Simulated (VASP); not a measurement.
# LiPr3N2 (Amm2) in VASP: single point with PBE

Aim: the single point of LiPr3N2 with PBE.

Program: VASP 6.6.1. These are calculated values, not measurements. Logs are shortened: lines on timing, memory, paths and dates and some standing lists are left out, and cuts for length are marked.

## 1. The cell of the first run

It takes space group Amm2 (No. 38, orthorhombic). The conventional cell has a = 3.619 Å, b = 8.794 Å, c = 7.783 Å, α = 90.00°, β = 90.00°, γ = 90.00°. Within 3.0 Å of Li (site symmetry mm2) lie 3 N at 2.19 to 2.26 Å and 1 Pr at 2.96 Å. Within 3.2 Å of Pr (site symmetry mm2) lie 3 N at 2.42 to 2.63 Å and 1 Li at 2.96 Å. Within 3.7 Å of Pr (site symmetry m) lie 3 N at 2.52 to 2.66 Å and 4 Li at 3.35 to 3.62 Å and 7 Pr at 3.45 to 3.63 Å. Within 2.9 Å of N (site symmetry mm2) lie 1 Li at 2.19 Å and 5 Pr at 2.52 to 2.63 Å. N (site symmetry mm2) has 2 Li at 2.26 Å and 4 Pr at 2.42 to 2.66 Å within 3.0 Å.

The cell was built from a structure type or drawn by symmetry, and may not be a known phase.

## 2. Single point, PBE

INCAR

```
SYSTEM = LiPr3N2
ALGO = Normal ; EDIFF = 1E-6
ENCUT = 750 ; GGA = PE
GGA_COMPAT = .False. ; ISIF = 2
ISMEAR = 0 ; LASPH = .True.
LCHARG = .True. ; LELF = .True.
LMAXMIX = 6 ; LREAL = .False.
LVHAR = .True. ; LWAVE = .False.
NBANDS = 32 ; NELM = 200
PREC = Accurate ; SIGMA = 0.1
```

KPOINTS

```
k-points
0
Gamma
  8 6 6
  0 0 0
```

POSCAR

```
LiPr3N2
1.0
    3.6191608368      0.0000000000      0.0000000000
    0.0000000000      4.3968321394      3.8913369729
    0.0000000000     -4.3968321394      3.8913369729
Li Pr N
1 3 2
Direct
    0.5000000000      0.2005243652      0.2005243652
    0.5000000000      0.8203788185      0.8203788185
    0.0000000000      0.6841297884      0.2856391987
    0.0000000000      0.2856391987      0.6841297884
    0.5000000000      0.4821496061      0.4821496061
    0.0000000000      0.0264465640      0.0264465640
```

Potentials or basis: VASP PAW PBE potentials, release 64 (Li_sv, Pr_3, N), 4f in core.

Launch:

```sh
$ cat potpaw_PBE.64/Li_sv/POTCAR potpaw_PBE.64/Pr_3/POTCAR potpaw_PBE.64/N/POTCAR > POTCAR
$ mpirun -np 1 vasp_std > vasp.out
```

OUTCAR:

```text
SYSTEM = LiPr3N2
   EDIFF = 1E-6
   ENCUT = 750
   GGA = PE
   ISIF = 2
   ISMEAR = 0
   LASPH = .True.
   LREAL = .False.
   NELM = 200
   PREC = Accurate

 ion  position               nearest neighbor table
   1  0.500  0.201  0.201-   2 2.96
   2  0.500  0.820  0.820-   6 2.42   6 2.42   5 2.63   1 2.96   4 3.45   3 3.45   4 3.45   3 3.45
                             4 3.63   3 3.63   3 3.63   4 3.63
   3  0.000  0.684  0.286-   5 2.52   5 2.52   6 2.66   2 3.45   2 3.45   4 3.50   2 3.63   2 3.63

   4  0.000  0.286  0.684-   5 2.52   5 2.52   6 2.66   2 3.45   2 3.45   3 3.50   2 3.63   2 3.63

   5  0.500  0.482  0.482-   3 2.52   4 2.52   3 2.52   4 2.52   2 2.63
   6  0.000  0.026  0.026-   2 2.42   2 2.42   4 2.66   3 2.66

  LATTYP: Found a base centered orthorhombic cell.
 ALAT       =     7.7826739458
 B/A-ratio  =     1.1299026967
 C/A-ratio  =     0.4650279405

  Lattice vectors:

 A1 = (   0.0000000000,   4.3968321394,   3.8913369729)
 A2 = (   0.0000000000,  -4.3968321394,   3.8913369729)
 A3 = (   3.6191608368,   0.0000000000,   0.0000000000)

Analysis of symmetry for initial positions (statically):
=====================================================================
 Subroutine PRICEL returns:
 Original cell was already a primitive cell.

 Routine SETGRP: Setting up the symmetry group for a
 base centered orthorhombic supercell.

 Subroutine GETGRP returns: Found  4 space group operations
 (whereof  4 operations were pure point group operations)
 out of a pool of  8 trial point group operations.

The static configuration has the point symmetry C_2v.

Analysis of symmetry for dynamics (positions and initial velocities):
=====================================================================
 Subroutine PRICEL returns:
 Original cell was already a primitive cell.

 Routine SETGRP: Setting up the symmetry group for a
 base centered orthorhombic supercell.

 Subroutine GETGRP returns: Found  4 space group operations
 (whereof  4 operations were pure point group operations)
 out of a pool of  8 trial point group operations.

The dynamic configuration has the point symmetry C_2v.

 Subroutine INISYM returns: Found  4 space group operations
 (whereof  4 operations are pure point group operations),
 and found     1 'primitive' translations

----------------------------------------------------------------------------------------

                                     Primitive cell
[... 101 lines left out ...]
   EDIFFG = 0.1E-04   stopping-criterion for IOM
   NSW    =      0    number of steps for IOM
   IBRION =     -1    ionic relax: 0-MD 1-quasi-New 2-CG
   NFREE  =      0    steps in history (QN), initial steepest desc. (CG)
   ISIF   =      2    stress and relaxation
   ISYM   =      2    0-nonsym 1-usesym 2-fastsym
   POTIM  = 0.5000    time-step for ionic-motion
   TEBEG  =    0.0;   TEEND  =   0.0 temperature during run
   PSTRESS=    0.0 pullay stress
   NELECT =      46.0000    total number of electrons
   NUPDOWN=      -1.0000    fix difference up-down
   EMIN   =  10.00;   EMAX   =-10.00  energy-range for DOS
   EFERMI =   0.00;   METHOD = LEGACY
   ISMEAR =     0;   SIGMA  =   0.10  broadening in eV -4-tet -1-fermi 0-gaus
   EFERMI_NEDOS =   21; number of points for ismear=-14 and -15
   IALGO  =     38    algorithm
   IMIX   =      4    mixing-type and parameters
     AMIX     =   0.40;   BMIX     =  1.00
     AMIX_MAG =   1.60;   BMIX_MAG =  1.00
  volume/ion in A,a.u.               =      20.64       139.29
  Fermi-wavevector in a.u.,A,eV,Ry     =   1.176798  2.223826 18.842075  1.384853
  Thomas-Fermi vector in A             =   2.313156
   LORBIT       =      0    0 simple, 1 ext, 2 COOP (PROOUT), +10 PAW based schemes
   GGA     = PE    functional components
   LHFCALC =     F    Hartree Fock is set to
   AEXX    =    0.0000 exact exchange contribution
   IVDW    =     0    specifies the selected vdW correction
   LEPSILON=     F    determine dielectric tensor
   LRPA    =     F    only Hartree local field effects (RPA)
 non-spin polarized calculation
 Gauss-broadening in eV      SIGMA  =   0.10
  energy-cutoff  :      750.00
  volume of cell :      123.84
 maximum number of plane-waves:      5830
   NGX = 17   NGY = 27   NGZ = 27

 number of electron      45.9999999 magnetization

 Free energy of the ion-electron system (eV)
  ---------------------------------------------------
  ext. energy  EPLUGINS =         0.00000000
  ---------------------------------------------------
  free energy    TOTEN  =       -36.86041795 eV

  energy without entropy =      -36.85660614  energy(sigma->0) =      -36.85851204

 E-fermi :   4.0588     XC(G=0):  -9.9845

 val. band max:        4.0454579610   @ k =   0.2500   0.0000   0.0000
 cond. band min:       4.1083068678   @ k =   0.1250   0.1667   0.1667
 fundamental gap:      0.0628489068
 Fermi energy:         4.0587847149

 k-point     1 :       0.0000    0.0000    0.0000
  band No.  band energies     occupation
      1     -41.5717      2.00000
      2     -32.2156      2.00000
      3     -32.1093      2.00000
      4     -31.7997      2.00000
      5     -15.1594      2.00000
      6     -14.7703      2.00000
[... 829 lines left out ...]
     31       8.4930      0.00000
     32       8.6154      0.00000

 [... further k-points ...]

------------------------ aborting loop because EDIFF is reached ----------------------------------------

  FORCE on cell =-STRESS in cart. coord.  units (eV):
  Direction    XX          YY          ZZ          XY          YZ          ZX
  --------------------------------------------------------------------------------------
  -------------------------------------------------------------------------------------
  Total       -0.0925826     -0.0769539     -0.0602620      0.0000000      0.0000000      0.0000000
  in kB       -1.1977417     -0.9955533     -0.7796099      0.0000000      0.0000000      0.0000000
  external PRESSURE =      -0.9909683 kB  Pullay stress =       0.0000000 kB

 VOLUME and BASIS-vectors are now :
 -----------------------------------------------------------------------------
  energy-cutoff  :      750.00
  volume of cell :      123.84
      direct lattice vectors                 reciprocal lattice vectors
     3.619160837  0.000000000  0.000000000     0.276307146  0.000000000  0.000000000
     0.000000000  4.396832139  3.891336973     0.000000000  0.113718237  0.128490543
     0.000000000 -4.396832139  3.891336973     0.000000000 -0.113718237  0.128490543

 POSITION                                       TOTAL-FORCE (eV/Angst)
 -----------------------------------------------------------------------------------
      1.80958      0.00000      1.56062         0.000000      0.000000     -0.008421
      1.80958      0.00000      6.38474         0.000000      0.000000      0.023505
      0.00000      1.75210      3.77370         0.000000      0.009748     -0.004980
      0.00000     -1.75210      3.77370         0.000000     -0.009748     -0.004980
      1.80958      0.00000      3.75241         0.000000      0.000000      0.015974
      0.00000      0.00000      0.20582         0.000000      0.000000     -0.021098
 -----------------------------------------------------------------------------------
    total drift:                                0.000000      0.000000      0.000327

  FREE ENERGIE OF THE ION-ELECTRON SYSTEM (eV)
  ---------------------------------------------------
  free  energy   TOTEN  =       -36.8604179477 eV

  energy  without entropy=      -36.8566061355  energy(sigma->0) =      -36.85851204
```

It took 4.1 min on 1 thread of Intel Xeon 6975P-C (Granite Rapids), shared host; peak memory 0.55 GiB.

What came out:

```yaml
Free_energy: -36.8604 eV
Pressure: -0.1 GPa
Largest_force: 0.024 eV/Å
Band_gap_on_the_k_mesh: zero (bands 23 and 24 overlap by 0.08 eV)
```

Forces in eV/Å, atoms in the order of the input:
```
Li   0.000  0.000 -0.008
Pr   0.000  0.000  0.024
Pr   0.000  0.010 -0.005
Pr   0.000 -0.010 -0.005
N    0.000  0.000  0.016
N    0.000  0.000 -0.021
```

Levels at points of the mesh, in eV from the Fermi level:
```
           k point  band 20  band 21  band 22  band 23  band 24  band 25  band 26  band 27
(0.00, 0.00, 0.00)    -2.48    -2.37    -1.91    -0.30     1.01     1.46     1.90     1.95
(0.50, 0.00, 0.00)    -2.28    -2.26    -1.19    -0.40     0.21     0.72     1.08     1.44
(0.00, 0.50, 0.00)    -2.73    -2.11    -1.05    -0.10     0.10     1.16     1.82     2.07
(0.50, 0.50, 0.00)    -2.01    -1.57    -0.81    -0.56     0.24     0.54     1.06     1.79
(0.00, 0.50, 0.50)    -2.58    -2.22    -1.05    -0.24     0.24     1.30     1.51     2.18
(0.50, 0.50, 0.50)    -2.70    -1.83    -0.64    -0.32     0.56     0.93     1.41     1.46
```

Caveat: spin-orbit coupling is left out, which moves the levels of the heavy elements; the 4f electrons are frozen in the core, so they carry no moment and show no levels; the run has no spin polarisation, though such a crystal can be magnetic. With open d or f shells a metallic result of PBE can be an artefact of self-interaction; +U or a hybrid may open a gap.
